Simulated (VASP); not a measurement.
# DyBe2F2 (Cmmm) in VASP: further runs, part 2 of 2

VASP 6.6.1.

### 3 Single point, PBE

This run uses another cell than the first one, of 23.76 Å³/atom.

INCAR

```
PREC     = Accurate       # precision mode
ENCUT    = 600            # plane-wave cutoff, eV
EDIFF    = 1E-6           # SCF threshold, eV
ISMEAR   = 0              # smearing method
SIGMA    = 0.1            # smearing width, eV
LREAL    = False          # projectors in reciprocal space
LASPH    = True           # aspherical terms in the spheres
NELM     = 200            # most SCF steps
ALGO     = Normal         # electronic algorithm
ISIF     = 2              # what is computed and relaxed
LWAVE    = False          # write WAVECAR
LCHARG   = False          # write CHGCAR
GGA      = PE             # functional
NBANDS   = 22             # bands
GGA_COMPAT= False        
LMAXMIX  = 6              # l up to which the mixer works
```

KPOINTS

```
regular mesh
0
Gamma
  4 4 4
```

POSCAR

```
DyBe2F2
1.0
    5.3950350879     -1.8961983170      0.0000000000
    5.3950350879      1.8961983170      0.0000000000
    0.0000000000      0.0000000000      5.8065311001
Dy Be F
1 2 2
Direct
    0.0000000000      0.0000000000      0.5000000000
    0.7299701412      0.7299701412      0.5000000000
    0.2700298588      0.2700298588      0.5000000000
    0.5000000000      0.5000000000      0.2831558118
    0.5000000000      0.5000000000      0.7168441882
```

Potentials or basis: VASP PAW PBE potentials, release 64 (Dy_3, Be, F), 4f in core.

Launch:

```console
> cat potpaw_PBE.64/Dy_3/POTCAR potpaw_PBE.64/Be/POTCAR potpaw_PBE.64/F/POTCAR > POTCAR
> mpirun -np 1 vasp_std > vasp.out
```

OUTCAR:

```text
PREC = Accurate
   ENCUT = 600
   EDIFF = 1E-6
   ISMEAR = 0
   LREAL = False
   LASPH = True
   NELM = 200
   ISIF = 2
   GGA = PE

 ion  position               nearest neighbor table
   1  0.000  0.000  0.500-   4 2.28   5 2.28   4 2.28   5 2.28   2 2.91   3 2.91
   2  0.730  0.730  0.500-   3 1.94   3 1.94   1 2.91
   3  0.270  0.270  0.500-   2 1.94   2 1.94   1 2.91
   4  0.500  0.500  0.283-   1 2.28   1 2.28
   5  0.500  0.500  0.717-   1 2.28   1 2.28

  LATTYP: Found a base centered orthorhombic cell.
 ALAT       =     3.7923966340
 B/A-ratio  =     2.8451850418
 C/A-ratio  =     1.5310980524

  Lattice vectors:

 A1 = (  -5.3950350879,  -1.8961983170,   0.0000000000)
 A2 = (   5.3950350879,  -1.8961983170,   0.0000000000)
 A3 = (   0.0000000000,   0.0000000000,   5.8065311001)

Analysis of symmetry for initial positions (statically):
=====================================================================
 Subroutine PRICEL returns:
 Original cell was already a primitive cell.

 Routine SETGRP: Setting up the symmetry group for a
 base centered orthorhombic supercell.

 Subroutine GETGRP returns: Found  8 space group operations
 (whereof  8 operations were pure point group operations)
 out of a pool of  8 trial point group operations.

The static configuration has the point symmetry D_2h.

Analysis of symmetry for dynamics (positions and initial velocities):
=====================================================================
 Subroutine PRICEL returns:
 Original cell was already a primitive cell.

 Routine SETGRP: Setting up the symmetry group for a
 base centered orthorhombic supercell.

[... 120 lines left out ...]
   EFERMI =   0.00;   METHOD = LEGACY
   ISMEAR =     0;   SIGMA  =   0.10  broadening in eV -4-tet -1-fermi 0-gaus
   EFERMI_NEDOS =   21; number of points for ismear=-14 and -15
   IALGO  =     38    algorithm
   IMIX   =      4    mixing-type and parameters
     AMIX     =   0.40;   BMIX     =  1.00
     AMIX_MAG =   1.60;   BMIX_MAG =  1.00
  volume/ion in A,a.u.               =      23.76       160.34
  Fermi-wavevector in a.u.,A,eV,Ry     =   0.999051  1.887933 13.580025  0.998104
  Thomas-Fermi vector in A             =   2.131316
   LORBIT       =      0    0 simple, 1 ext, 2 COOP (PROOUT), +10 PAW based schemes
   GGA     = PE    functional components
   LHFCALC =     F    Hartree Fock is set to
   AEXX    =    0.0000 exact exchange contribution
   IVDW    =     0    specifies the selected vdW correction
   LEPSILON=     F    determine dielectric tensor
   LRPA    =     F    only Hartree local field effects (RPA)
 non-spin polarized calculation
 Gauss-broadening in eV      SIGMA  =   0.10
  energy-cutoff  :      600.00
  volume of cell :      118.80
 maximum number of plane-waves:      3999
 NGX is ok and might be reduce to    48
   NGX = 23   NGY = 23   NGZ = 23

 number of electron      26.9999993 magnetization

 Free energy of the ion-electron system (eV)
  ---------------------------------------------------
  ext. energy  EPLUGINS =         0.00000000
  ---------------------------------------------------
  free energy    TOTEN  =       -21.96218832 eV

  energy without entropy =      -21.95120824  energy(sigma->0) =      -21.95669828

 E-fermi :   0.4517     XC(G=0):  -6.9856

 val. band max:        0.4497090835   @ k =   0.5000   0.5000   0.2500
 cond. band min:       0.6478489553   @ k =   0.5000   0.5000   0.0000
 fundamental gap:      0.1981398718
 Fermi energy:         0.4517285692

 k-point     1 :       0.0000    0.0000    0.0000
  band No.  band energies     occupation
      1     -24.8794      2.00000
      2     -24.0193      2.00000
      3     -23.5543      2.00000
      4     -23.5009      2.00000
      5     -22.4201      2.00000
      6      -6.5419      2.00000
[... 514 lines left out ...]
     21       7.1271      0.00000
     22       7.3100      0.00000

------------------------ aborting loop because EDIFF is reached ----------------------------------------

  FORCE on cell =-STRESS in cart. coord.  units (eV):
  Direction    XX          YY          ZZ          XY          YZ          ZX
  --------------------------------------------------------------------------------------
  -------------------------------------------------------------------------------------
  Total        0.1019687      0.2095015      0.1438199     -0.0000000      0.0000000      0.0000000
  in kB        1.3751576      2.8253548      1.9395672     -0.0000000      0.0000000      0.0000000
  external PRESSURE =       2.0466932 kB  Pullay stress =       0.0000000 kB

 VOLUME and BASIS-vectors are now :
 -----------------------------------------------------------------------------
  energy-cutoff  :      600.00
  volume of cell :      118.80
      direct lattice vectors                 reciprocal lattice vectors
     5.395035088 -1.896198317  0.000000000     0.092677803 -0.263685499  0.000000000
     5.395035088  1.896198317  0.000000000     0.092677803  0.263685499  0.000000000
     0.000000000  0.000000000  5.806531100     0.000000000  0.000000000  0.172219865

 POSITION                                       TOTAL-FORCE (eV/Angst)
 -----------------------------------------------------------------------------------
      0.00000      0.00000      2.90327         0.000000      0.000000      0.000000
      7.87643      0.00000      2.90327        -0.010779      0.000000      0.000000
      2.91364      0.00000      2.90327         0.010779      0.000000      0.000000
      5.39504      0.00000      1.64415         0.000000      0.000000     -0.054874
      5.39504      0.00000      4.16238         0.000000      0.000000      0.054874
 -----------------------------------------------------------------------------------
    total drift:                                0.000000     -0.000000      0.000000

  FREE ENERGIE OF THE ION-ELECTRON SYSTEM (eV)
  ---------------------------------------------------
  free  energy   TOTEN  =       -21.9621883154 eV

  energy  without entropy=      -21.9512082379  energy(sigma->0) =      -21.95669828
```

OSZICAR:

```text
N       E                     dE             d eps       ncg     rms          rms(c)
DAV:   1     0.211957505719E+03    0.21196E+03   -0.12657E+04   924   0.115E+03
DAV:   2    -0.172938471460E+01   -0.21369E+03   -0.20395E+03  1152   0.321E+02
DAV:   3    -0.240654064949E+02   -0.22336E+02   -0.22067E+02  1154   0.961E+01
DAV:   4    -0.246836423464E+02   -0.61824E+00   -0.61678E+00  1226   0.201E+01
DAV:   5    -0.247026110556E+02   -0.18969E-01   -0.18961E-01  1182   0.287E+00    0.218E+01
DAV:   6    -0.222844637632E+02    0.24181E+01   -0.79164E+00  1268   0.179E+01    0.165E+01
DAV:   7    -0.219900946189E+02    0.29437E+00   -0.89231E-01  1194   0.535E+00    0.871E+00
DAV:   8    -0.219596478661E+02    0.30447E-01   -0.22987E-01  1186   0.262E+00    0.717E-01
DAV:   9    -0.219573145737E+02    0.23333E-02   -0.38902E-02  1148   0.106E+00    0.371E-01
DAV:  10    -0.219601968935E+02   -0.28823E-02   -0.55491E-03  1192   0.547E-01    0.220E-01
DAV:  11    -0.219620427628E+02   -0.18459E-02   -0.18684E-03  1008   0.225E-01    0.673E-02
DAV:  12    -0.219621434370E+02   -0.10067E-03   -0.37013E-04  1116   0.114E-01    0.207E-02
DAV:  13    -0.219621848459E+02   -0.41409E-04   -0.50787E-05  1048   0.397E-02    0.841E-03
DAV:  14    -0.219621878913E+02   -0.30454E-05   -0.65202E-06  1070   0.141E-02    0.295E-03
DAV:  15    -0.219621883154E+02   -0.42408E-06   -0.85548E-07   916   0.635E-03
   1 F= -.21962188E+02 E0= -.21956698E+02  d E =-.109801E-01
```

Wall time 41 s (1 thread of Intel Xeon 6975P-C (Granite Rapids), shared host); peak memory 0.36 GiB.

Results:

| Property | Result |
| --- | --- |
| Free energy | -21.9622 eV |
| Pressure | 0.2 GPa |
| Largest force | 0.055 eV/Å |
| Band gap on the k mesh | zero (an odd number of electrons rules out a gap without spin polarisation) |

Forces on the atoms (eV/Å):
```
Dy   0.000  0.000  0.000
Be  -0.011  0.000  0.000
Be   0.011  0.000  0.000
F    0.000  0.000 -0.055
F    0.000  0.000  0.055
```

Levels at points of the mesh, in eV from the Fermi level:
```csv
k point,band 11,band 12,band 13,band 14,band 15,band 16
"(0.00, 0.00, 0.00)",-4.90,-4.70,-0.36,0.27,0.71,1.97
"(0.50, 0.00, 0.00)",-4.90,-3.06,-2.60,0.69,1.45,2.12
"(0.50, 0.50, 0.00)",-4.70,-3.54,-1.76,0.20,0.30,2.24
"(0.00, 0.00, 0.50)",-5.05,-4.81,-0.35,-0.30,0.73,2.59
"(0.50, 0.00, 0.50)",-5.19,-3.03,-2.55,0.71,1.17,2.22
"(0.50, 0.50, 0.50)",-5.05,-3.51,-1.68,-0.18,0.31,2.67
```

Caveat: the k points lie up to 0.44 Å⁻¹ apart, too coarse for converged energies and pressures of a metal; spin-orbit coupling is left out, which moves the levels of the heavy elements; the 4f electrons are frozen in the core, so they carry no moment and show no levels; an odd number of electrons without spin polarisation forces a metal; a magnetic or distorted state may lie lower; the run has no spin polarisation, though such a crystal can be magnetic. Spin polarisation is off, so any magnetic state and its effect on volume and gap are missing.

### 4 Single point, PBE

This run uses another cell than the first one, of 23.69 Å³/atom.

INCAR

```
PREC = Accurate ; ENCUT = 600
EDIFF = 1E-6 ; ISMEAR = 0
SIGMA = 0.1 ; LREAL = F
LASPH = T ; NELM = 200
ALGO = Normal ; ISIF = 2
LWAVE = F ; LCHARG = F
GGA = PE ; NBANDS = 22
GGA_COMPAT = F ; LMAXMIX = 6
```

KPOINTS

```
Automatic mesh
0
Gamma
  6 6 4
```

POSCAR

```
DyBe2F2
1.0
    1.8984891447     -5.3744089476      0.0000000000
    1.8984891447      5.3744089476      0.0000000000
    0.0000000000      0.0000000000      5.8039780239
Dy Be F
1 2 2
Direct
    0.0000000000      0.0000000000      0.5000000000
    0.7297313265      0.2702686735      0.5000000000
    0.2702686735      0.7297313265      0.5000000000
    0.5000000000      0.5000000000      0.7150298035
    0.5000000000      0.5000000000      0.2849701965
```

Potentials or basis: VASP PAW PBE potentials, release 64 (Dy_3, Be, F), 4f in core.

Launch:

```console
> cat potpaw_PBE.64/Dy_3/POTCAR potpaw_PBE.64/Be/POTCAR potpaw_PBE.64/F/POTCAR > POTCAR
> mpirun -np 1 vasp_std > vasp.out
```

OUTCAR:

```text
PREC = Accurate
   ENCUT = 600
   EDIFF = 1E-6
   ISMEAR = 0
   LREAL = F
   LASPH = T
   NELM = 200
   ISIF = 2
   GGA = PE

 ion  position               nearest neighbor table
   1  0.000  0.000  0.500-   4 2.27   5 2.27   4 2.27   5 2.27   2 2.91   3 2.91
   2  0.730  0.270  0.500-   3 1.95   3 1.95   1 2.91
   3  0.270  0.730  0.500-   2 1.95   2 1.95   1 2.91
   4  0.500  0.500  0.715-   1 2.27   1 2.27
   5  0.500  0.500  0.285-   1 2.27   1 2.27
[... 805 lines left out ...]
  Direction    XX          YY          ZZ          XY          YZ          ZX
  --------------------------------------------------------------------------------------
  -------------------------------------------------------------------------------------
  Total        0.5165949     -0.2120049      0.1444612      0.0000000      0.0000000      0.0000000
  in kB        6.9882129     -2.8678855      1.9541922      0.0000000      0.0000000      0.0000000
  external PRESSURE =       2.0248399 kB  Pullay stress =       0.0000000 kB

 VOLUME and BASIS-vectors are now :
 -----------------------------------------------------------------------------
  energy-cutoff  :      600.00
  volume of cell :      118.44
      direct lattice vectors                 reciprocal lattice vectors
     1.898489145 -5.374408948  0.000000000     0.263367321 -0.093033486  0.000000000
     1.898489145  5.374408948  0.000000000     0.263367321  0.093033486  0.000000000
     0.000000000  0.000000000  5.803978024     0.000000000  0.000000000  0.172295621

 POSITION                                       TOTAL-FORCE (eV/Angst)
 -----------------------------------------------------------------------------------
      0.00000      0.00000      2.90199        -0.000000      0.000000      0.000000
      1.89849     -2.46934      2.90199        -0.000000      0.026120      0.000000
      1.89849      2.46934      2.90199        -0.000000     -0.026120      0.000000
      1.89849      0.00000      4.15002        -0.000000      0.000000      0.110194
      1.89849      0.00000      1.65396         0.000000      0.000000     -0.110194
 -----------------------------------------------------------------------------------
    total drift:                               -0.000000     -0.000000      0.000000

  FREE ENERGIE OF THE ION-ELECTRON SYSTEM (eV)
  ---------------------------------------------------
  free  energy   TOTEN  =       -21.8975501828 eV

  energy  without entropy=      -21.8785882196  energy(sigma->0) =      -21.88806920
```

It took 75 s on 1 thread of Intel Xeon 6975P-C (Granite Rapids), shared host; peak memory 0.4 GiB.

What came out:

```yaml
Free_energy: -21.8976 eV
Pressure: 0.2 GPa
Largest_force: 0.110 eV/Å
Band_gap_on_the_k_mesh: zero (an odd number of electrons rules out a gap without spin polarisation)
```

Forces on the atoms (eV/Å):
```
Dy   0.000  0.000  0.000
Be   0.000  0.026  0.000
Be   0.000 -0.026  0.000
F    0.000  0.000  0.110
F    0.000  0.000 -0.110
```

Stress tensor (GPa, compression positive):
```
 0.70  0.00  0.00
 0.00 -0.29  0.00
 0.00  0.00  0.20
```

Levels at points of the mesh, in eV from the Fermi level:
| k point | band 11 | band 12 | band 13 | band 14 | band 15 | band 16 |
| --- | --- | --- | --- | --- | --- | --- |
| (0.00, 0.00, 0.00) | -4.97 | -4.79 | -0.45 | 0.23 | 0.68 | 1.90 |
| (0.50, 0.00, 0.00) | -4.97 | -3.13 | -2.66 | 0.63 | 1.37 | 2.06 |
| (0.50, 0.50, 0.00) | -4.78 | -3.59 | -1.83 | 0.14 | 0.24 | 2.17 |
| (0.00, 0.00, 0.50) | -5.12 | -4.88 | -0.44 | -0.35 | 0.70 | 2.51 |
| (0.50, 0.00, 0.50) | -5.25 | -3.10 | -2.60 | 0.64 | 1.09 | 2.16 |
| (0.50, 0.50, 0.50) | -5.12 | -3.55 | -1.76 | -0.23 | 0.24 | 2.55 |

Caveat: spin-orbit coupling is left out, which moves the levels of the heavy elements; the 4f electrons are frozen in the core, so they carry no moment and show no levels; an odd number of electrons without spin polarisation forces a metal; a magnetic or distorted state may lie lower; the run has no spin polarisation, though such a crystal can be magnetic. With open d or f shells a metallic result of PBE can be an artefact of self-interaction; +U or a hybrid may open a gap.

### 5 The runs side by side

```csv
cell,k mesh,gap on the mesh (eV),pressure (GPa),largest force (eV/Å)
"a = 4.011, b = 4.011, c = 4.908 Å, angles 90.0, 90.0, 97.0°, 5 atoms, atomic positions A",4 × 4 × 4,none,174.9,95.74
"a = 5.719, b = 5.719, c = 5.807 Å, angles 90.0, 90.0, 38.7°, 5 atoms, atomic positions B",4 × 4 × 4,none,0.2,0.05
"a = 5.700, b = 5.700, c = 5.804 Å, angles 90.0, 90.0, 141.1°, 5 atoms, atomic positions C",6 × 6 × 4,none,0.2,0.11
```

Alike in all rows: task single point; level PBE; potentials or basis VASP PAW PBE potentials, release 64 (Dy_3, Be, F), 4f in core; no spin polarisation; cutoff (eV) 600; smearing gaussian 0.1 eV.

Caveats: some runs use coarse meshes; spin-orbit coupling is left out, which moves the levels of the heavy elements; the 4f electrons are frozen in the core, so they carry no moment and show no levels; an odd number of electrons without spin polarisation forces a metal; a magnetic or distorted state may lie lower; the run has no spin polarisation, though such a crystal can be magnetic; atoms lie so close that the PAW spheres overlap strongly, which falsifies energies and pressures (at least some runs).

Total energies depend on the potentials used, so only differences within one code and one set of settings carry meaning.
